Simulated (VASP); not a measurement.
# MoS2 (R-3m) in VASP: a series of runs

The runs below take MoS2 through single point, with PBEsol.

Everything below comes from runs of VASP 6.6.1. Logs are shortened: lines on timing, memory, paths and dates and some standing lists are left out, and cuts for length are marked.

## Step 1: The cell of the first run

Symmetry: R-3m, No. 166, trigonal system. Conventional cell: a = 3.199 Å, b = 3.199 Å, c = 18.507 Å, α = 90.00°, β = 90.00°, γ = 120.00°. Mo (site symmetry -3m) has 6 S at 2.41 Å and 6 Mo at 3.20 Å within 3.2 Å. Within 3.2 Å of S (site symmetry 3m) lie 3 Mo at 2.41 Å and 6 S at 3.20 Å.

## Step 2: Single point, PBEsol

The input, INCAR:

```
SYSTEM = MoS2
ALGO = Normal
EDIFF = 1E-6
ENCUT = 520
GGA = PS
ISIF = 2
ISMEAR = -1
LASPH = .True.
LCHARG = .False.
LREAL = .False.
LWAVE = .False.
NBANDS = 20
NELM = 80
PREC = Accurate
SIGMA = 0.15
```

The input, KPOINTS:

```
k-points
0
Gamma
  11 11 11
  0 0 0
```

The input, POSCAR:

```
MoS2
1.0
    1.5994698828      0.9234545169      6.1688764017
   -1.5994698828      0.9234545169      6.1688764017
    0.0000000000     -1.8469090338      6.1688764017
Mo S
1 2
Direct
    0.0000000000      0.0000000000      0.0000000000
    0.7500000000      0.7500000000      0.7500000000
    0.2500000000      0.2500000000      0.2500000000
```

Potentials or basis: VASP PAW PBE potentials, release 64 (Mo_sv, S).

Run with:

```sh
$ cat potpaw_PBE.64/Mo_sv/POTCAR potpaw_PBE.64/S/POTCAR > POTCAR
$ mpirun -np 1 vasp_std > vasp.out
```

OUTCAR:

```text
SYSTEM = MoS2
   EDIFF = 1E-6
   ENCUT = 520
   GGA = PS
   ISIF = 2
   ISMEAR = -1
   LASPH = .True.
   LREAL = .False.
   NELM = 80
   PREC = Accurate

 ion  position               nearest neighbor table
   1  0.000  0.000  0.000-   2 2.41   2 2.41   3 2.41   3 2.41   2 2.41   3 2.41
   2  0.750  0.750  0.750-   1 2.41   1 2.41   1 2.41
   3  0.250  0.250  0.250-   1 2.41   1 2.41   1 2.41

  LATTYP: Found a trigonal (rhomboedric) cell.
 ALAT       =     6.4394183130
 COS(alpha) =     0.8766074458

  Lattice vectors:

 A1 = (   1.5994698828,   0.9234545169,   6.1688764017)
 A2 = (  -1.5994698828,   0.9234545169,   6.1688764017)
 A3 = (   0.0000000000,  -1.8469090338,   6.1688764017)

Analysis of symmetry for initial positions (statically):
=====================================================================
 Subroutine PRICEL returns:
 Original cell was already a primitive cell.

 Routine SETGRP: Setting up the symmetry group for a
 trigonal (rhombohedral) supercell.

 Subroutine GETGRP returns: Found 12 space group operations
 (whereof 12 operations were pure point group operations)
 out of a pool of 12 trial point group operations.

The static configuration has the point symmetry D_3d.

Analysis of symmetry for dynamics (positions and initial velocities):
=====================================================================
 Subroutine PRICEL returns:
 Original cell was already a primitive cell.

 Routine SETGRP: Setting up the symmetry group for a
 trigonal (rhombohedral) supercell.

 Subroutine GETGRP returns: Found 12 space group operations
 (whereof 12 operations were pure point group operations)
 out of a pool of 12 trial point group operations.

The dynamic configuration has the point symmetry D_3d.

 Subroutine INISYM returns: Found 12 space group operations
 (whereof 12 operations are pure point group operations),
 and found     1 'primitive' translations

----------------------------------------------------------------------------------------

                                     Primitive cell

  volume of cell :      54.6700

  direct lattice vectors                    reciprocal lattice vectors
     1.599469883  0.923454517  6.168876402     0.312603573  0.180481728  0.054034692
    -1.599469883  0.923454517  6.168876402    -0.312603573  0.180481728  0.054034692
     0.000000000 -1.846909034  6.168876402     0.000000000 -0.360963455  0.054034692

  length of vectors
     6.439418313  6.439418313  6.439418377     0.364985473  0.364985473  0.364985430

[... 81 lines left out ...]
   NELM   =     80;   NELMIN=  2; NELMDL= -5     # of ELM steps
   EDIFF  = 0.1E-05   stopping-criterion for ELM
   LREAL  =      F    real-space projection
   EDIFFG = 0.1E-04   stopping-criterion for IOM
   NSW    =      0    number of steps for IOM
   IBRION =     -1    ionic relax: 0-MD 1-quasi-New 2-CG
   NFREE  =      0    steps in history (QN), initial steepest desc. (CG)
   ISIF   =      2    stress and relaxation
   ISYM   =      2    0-nonsym 1-usesym 2-fastsym
   POTIM  = 0.5000    time-step for ionic-motion
   TEBEG  =    0.0;   TEEND  =   0.0 temperature during run
   PSTRESS=    0.0 pullay stress
   NELECT =      26.0000    total number of electrons
   NUPDOWN=      -1.0000    fix difference up-down
   EMIN   =  10.00;   EMAX   =-10.00  energy-range for DOS
   EFERMI =   0.00;   METHOD = LEGACY
   ISMEAR =    -1;   SIGMA  =   0.15  broadening in eV -4-tet -1-fermi 0-gaus
   EFERMI_NEDOS =   21; number of points for ismear=-14 and -15
   IALGO  =     38    algorithm
   IMIX   =      4    mixing-type and parameters
     AMIX     =   0.40;   BMIX     =  1.00
     AMIX_MAG =   1.60;   BMIX_MAG =  1.00
  volume/ion in A,a.u.               =      18.22       122.98
  Fermi-wavevector in a.u.,A,eV,Ry     =   1.277859  2.414804 22.217279  1.632924
  Thomas-Fermi vector in A             =   2.410435
   LORBIT       =      0    0 simple, 1 ext, 2 COOP (PROOUT), +10 PAW based schemes
   GGA     = PS    functional components
   LHFCALC =     F    Hartree Fock is set to
   AEXX    =    0.0000 exact exchange contribution
   IVDW    =     0    specifies the selected vdW correction
   LEPSILON=     F    determine dielectric tensor
   LRPA    =     F    only Hartree local field effects (RPA)
 non-spin polarized calculation
  energy-cutoff  :      520.00
  volume of cell :       54.67
 maximum number of plane-waves:      1489
   NGX = 23   NGY = 23   NGZ = 23

 number of electron      25.9999998 magnetization

 Free energy of the ion-electron system (eV)
  ---------------------------------------------------
  ext. energy  EPLUGINS =         0.00000000
  ---------------------------------------------------
  free energy    TOTEN  =       -22.64870457 eV

  energy without entropy =      -22.54988928  energy(sigma->0) =      -22.59929692

 E-fermi :   7.2954     XC(G=0): -10.8746

 val. band max:        7.2647323928   @ k =   0.4545   0.4545   0.4545
 cond. band min:       7.3036558908   @ k =  -0.4545   0.3636   0.1818
 fundamental gap:      0.0389234980
 Fermi energy:         7.2954399906

 k-point     1 :       0.0000    0.0000    0.0000
  band No.  band energies     occupation
      1     -54.3366      2.00000
      2     -28.4295      2.00000
      3     -28.3593      2.00000
      4     -28.3593      2.00000
      5      -7.6501      2.00000
      6      -6.0768      2.00000
[... 541 lines left out ...]
     19      15.8151      0.00000
     20      15.9558      0.00000

 [... further k-points ...]

------------------------ aborting loop because EDIFF is reached ----------------------------------------

  FORCE on cell =-STRESS in cart. coord.  units (eV):
  Direction    XX          YY          ZZ          XY          YZ          ZX
  --------------------------------------------------------------------------------------
  -------------------------------------------------------------------------------------
  Total       -0.7486997     -0.7486999      0.6687963      0.0000000      0.0000000     -0.0000000
  in kB      -21.9416521    -21.9416592     19.5999768      0.0000000      0.0000000     -0.0000000
  external PRESSURE =      -8.0944448 kB  Pullay stress =       0.0000000 kB

 VOLUME and BASIS-vectors are now :
 -----------------------------------------------------------------------------
  energy-cutoff  :      520.00
  volume of cell :       54.67
      direct lattice vectors                 reciprocal lattice vectors
     1.599469883  0.923454517  6.168876402     0.312603573  0.180481728  0.054034692
    -1.599469883  0.923454517  6.168876402    -0.312603573  0.180481728  0.054034692
     0.000000000 -1.846909034  6.168876402     0.000000000 -0.360963455  0.054034692

 POSITION                                       TOTAL-FORCE (eV/Angst)
 -----------------------------------------------------------------------------------
      0.00000      0.00000      0.00000         0.000000      0.000000      0.000000
      0.00000      0.00000     13.87997         0.000000     -0.000000      0.308202
      0.00000      0.00000      4.62666         0.000000     -0.000000     -0.308202
 -----------------------------------------------------------------------------------
    total drift:                               -0.000000      0.000000      0.000000

  FREE ENERGIE OF THE ION-ELECTRON SYSTEM (eV)
  ---------------------------------------------------
  free  energy   TOTEN  =       -22.6487045668 eV

  energy  without entropy=      -22.5498892765  energy(sigma->0) =      -22.59929692
```

OSZICAR:

```text
N       E                     dE             d eps       ncg     rms          rms(c)
DAV:   1     0.178324062471E+03    0.17832E+03   -0.13345E+04  5872   0.122E+03
DAV:   2    -0.166172041422E+02   -0.19494E+03   -0.18972E+03  7060   0.313E+02
DAV:   3    -0.241532921120E+02   -0.75361E+01   -0.74393E+01  7340   0.569E+01
DAV:   4    -0.242447403978E+02   -0.91448E-01   -0.91291E-01  7040   0.652E+00
DAV:   5    -0.242461242826E+02   -0.13839E-02   -0.13837E-02  7364   0.789E-01    0.244E+01
DAV:   6    -0.231811577959E+02    0.10650E+01   -0.14107E+01  6092   0.207E+01    0.929E+00
DAV:   7    -0.228174086479E+02    0.36375E+00   -0.61387E+00  6064   0.129E+01    0.621E+00
DAV:   8    -0.226495081278E+02    0.16790E+00   -0.86032E-01  6444   0.511E+00    0.179E+00
DAV:   9    -0.226502747933E+02   -0.76667E-03   -0.29331E-02  6828   0.105E+00    0.621E-01
DAV:  10    -0.226488408758E+02    0.14339E-02   -0.14170E-02  6496   0.743E-01    0.165E-01
DAV:  11    -0.226487289136E+02    0.11196E-03   -0.79040E-04  6656   0.183E-01    0.481E-02
DAV:  12    -0.226486963157E+02    0.32598E-04   -0.12163E-04  6652   0.701E-02    0.325E-02
DAV:  13    -0.226487047600E+02   -0.84442E-05   -0.22608E-05  6384   0.272E-02    0.108E-02
DAV:  14    -0.226487045668E+02    0.19311E-06   -0.24953E-06  5252   0.915E-03
   1 F= -.22648705E+02 E0= -.22599297E+02  d E =-.988153E-01
```

stdout:

```text
POSCAR found type information on POSCAR MoS
 POSCAR found :  2 types and       3 ions
 scaLAPACK will be used
 -----------------------------------------------------------------------------
|                                                                             |
|                                                                             |
|     You enforced a specific xc type in the INCAR file but a different       |
|     I HOPE YOU KNOW WHAT YOU ARE DOING!                                     |
|                                                                             |
 -----------------------------------------------------------------------------

 LDA part: xc-table for (Slater+PW92), standard interpolation
 POSCAR, INCAR and KPOINTS ok, starting setup
 FFT: planning ... GRIDC
 FFT: planning ... GRID_SOFT
 FFT: planning ... GRID
 WAVECAR not read
 entering main loop
```

It took 4.6 min on 1 thread of AMD EPYC 9R45 (Zen 5), shared host; peak memory 0.37 GiB.

What came out:

```yaml
Free_energy: -22.6487 eV
Pressure: -0.8 GPa
Largest_force: 0.308 eV/Å
Band_gap_on_the_k_mesh: zero (bands 13 and 14 overlap by 0.55 eV)
```

Forces on the atoms (eV/Å):
```
Mo   0.000  0.000  0.000
S    0.000  0.000  0.308
S    0.000  0.000 -0.308
```

Caveat: the PAW data sets were made with another functional, which shifts forces and pressure a little.

## Step 3: Single point, PBEsol

This run uses another cell than the first one, of 18.70 Å³/atom.

The input, INCAR:

```
PREC = Accurate
ENCUT = 520
EDIFF = 1E-7
ISMEAR = -1
SIGMA = 0.15
LREAL = F
LASPH = T
NELM = 60
ALGO = Normal
ISIF = 2
LWAVE = F
LCHARG = F
GGA = PS
NBANDS = 20
```

The input, KPOINTS:

```
Automatic mesh
0
Gamma
  11 11 11
```

The input, POSCAR:

```
MoS2
1.0
    1.6131999096      0.9313815528      6.2218307206
   -1.6131999096      0.9313815528      6.2218307206
    0.0000000000     -1.8627631057      6.2218307206
Mo S
1 2
Direct
    0.0000000000      0.0000000000      0.0000000000
    0.7500000000      0.7500000000      0.7500000000
    0.2500000000      0.2500000000      0.2500000000
```

Potentials or basis: VASP PAW PBE potentials, release 64 (Mo_sv, S).

Run with:

```sh
$ cat potpaw_PBE.64/Mo_sv/POTCAR potpaw_PBE.64/S/POTCAR > POTCAR
$ mpirun -np 1 vasp_std > vasp.out
```

It took 5.2 min on 1 thread of AMD EPYC 9R45 (Zen 5), shared host; peak memory 0.37 GiB.

It converged, with:

```yaml
Free_energy: -22.6268 eV
Pressure: -4.2 GPa
Largest_force: 0.105 eV/Å
Band_gap_on_the_k_mesh: zero (bands 13 and 14 overlap by 0.57 eV)
```

Forces in eV/Å, atoms in the order of the input:
```
Mo   0.000  0.000  0.000
S    0.000  0.000 -0.105
S    0.000  0.000  0.105
```

Stress tensor (GPa, compression positive):
```
-5.37  0.00  0.00
 0.00 -5.37  0.00
 0.00  0.00 -1.84
```

Levels at points of the mesh, in eV from the Fermi level:
| k point | band 11 | band 12 | band 13 | band 14 | band 15 | band 16 |
| --- | --- | --- | --- | --- | --- | --- |
| (0.00, 0.00, 0.00) | -1.07 | -0.89 | -0.89 | -0.21 | -0.21 | 3.24 |

Caveat: the cell stands under tension; the PAW data sets were made with another functional, which shifts forces and pressure a little.

## Step 4: Single point, PBEsol

This run uses another cell than the first one, of 19.17 Å³/atom.

The input, INCAR:

```
ALGO     = Normal         # electronic algorithm
EDIFF    = 1E-6           # SCF threshold, eV
ENCUT    = 520            # plane-wave cutoff, eV
GGA      = PS             # functional
ISIF     = 2              # what is computed and relaxed
ISMEAR   = -1             # smearing method
LASPH    = T              # aspherical terms in the spheres
LCHARG   = F              # write CHGCAR
LREAL    = F              # projectors in reciprocal space
LWAVE    = F              # write WAVECAR
NBANDS   = 20             # bands
NELM     = 60             # most SCF steps
PREC     = Accurate       # precision mode
SIGMA    = 0.15           # smearing width, eV
```

The input, KPOINTS:

```
k-points
0
Gamma
  11 11 11
```

The input, POSCAR:

```
MoS2
1.0
    1.6267001181      0.9391759031      6.2738986704
   -1.6267001181      0.9391759031      6.2738986704
    0.0000000000     -1.8783518062      6.2738986704
Mo S
1 2
Direct
    0.0000000000      0.0000000000      0.0000000000
    0.7500000000      0.7500000000      0.7500000000
    0.2500000000      0.2500000000      0.2500000000
```

Run with:

```sh
$ cat potpaw_PBE.64/Mo_sv/POTCAR potpaw_PBE.64/S/POTCAR > POTCAR
$ mpirun -np 1 vasp_std > vasp.out
```

Run time: 5.7 min. Hardware: 1 thread of AMD EPYC 9R45 (Zen 5), shared host; peak memory 0.39 GiB.

It converged, with:

```
Free energy            : -22.5769 eV
Pressure               : -7.1 GPa
Largest force          : 0.479 eV/Å
Band gap on the k mesh : zero (bands 13 and 14 overlap by 0.58 eV)
```

Forces on the atoms (eV/Å):
```
Mo   0.000  0.000  0.000
S    0.000  0.000 -0.479
S    0.000  0.000  0.479
```

Stress tensor (GPa, compression positive):
```
-8.12  0.00  0.00
 0.00 -8.12  0.00
 0.00  0.00 -5.16
```

Levels at points of the mesh, in eV from the Fermi level:
```csv
k point,band 10,band 11,band 12,band 13,band 14,band 15,band 16,band 17
"(0.00, 0.00, 0.00)",-1.63,-1.01,-0.85,-0.85,-0.23,-0.23,3.14,3.14
```

Caveat: the cell stands under tension; the PAW data sets were made with another functional, which shifts forces and pressure a little.

## Step 5: The runs side by side

| cell | gap on the mesh (eV) | pressure (GPa) | largest force (eV/Å) |
| --- | --- | --- | --- |
| a = 6.439 Å, angles 28.8°, 3 atoms | none | -0.8 | 0.31 |
| a = 6.495 Å, angles 28.8°, 3 atoms | none | -4.2 | 0.10 |
| a = 6.549 Å, angles 28.8°, 3 atoms | none | -7.1 | 0.48 |

Alike in all rows: task single point; level PBEsol; potentials or basis VASP PAW PBE potentials, release 64 (Mo_sv, S); no spin polarisation; k mesh 11 × 11 × 11; cutoff (eV) 520; smearing fermi-dirac 0.15 eV.

Caveats: the PAW data sets were made with another functional, which shifts forces and pressure a little; the cell stands under tension (at least some runs).

Total energies depend on the potentials used, so only differences within one code and one set of settings carry meaning.

The gap in the log of VASP goes by the Fermi energy; the results here count the filled bands.